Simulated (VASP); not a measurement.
Here is a VASP 6.6.1 calculation.

INCAR

```
ALGO = Normal ; EDIFF = 1E-6
ENCUT = 520 ; GGA = PS
ISIF = 2 ; ISMEAR = 0
LASPH = T ; LCHARG = T
LELF = T ; LREAL = F
LVHAR = T ; LWAVE = F
NBANDS = 32 ; NELM = 60
PREC = Accurate ; SIGMA = 0.02
```

The input KPOINTS:

```
k-points
0
Gamma
  10 10 10
```

Contents of POSCAR:

```
BiPbBrO2
1.0
   -1.9962670682      1.9962670682      6.9253297048
    1.9962670682     -1.9962670682      6.9253297048
    1.9962670682      1.9962670682     -6.9253297048
Bi Pb Br O
1 1 1 2
Direct
    0.3406783566      0.3406783566      0.0000000000
    0.6645614176      0.6645614176      0.0000000000
    0.9771805965      0.9771805965      0.0000000000
    0.7587893147      0.2587893147      0.5000000000
    0.2587893147      0.7587893147      0.5000000000
```

Potentials or basis: VASP PAW PBE potentials, release 64 (Bi_d, Pb_d, Br, O).

Launch:

```console
$ cat potpaw_PBE.64/Bi_d/POTCAR potpaw_PBE.64/Pb_d/POTCAR potpaw_PBE.64/Br/POTCAR potpaw_PBE.64/O/POTCAR > POTCAR
$ mpirun -np 1 vasp_std > vasp.out
```

(1) Estimate the pressure.

(2) Estimate the largest force.

## Answers

(1) -2.7 GPa.

(2) 0.053 eV/Å.

Caveat: the PAW data sets were made with another functional, which shifts forces and pressure a little.
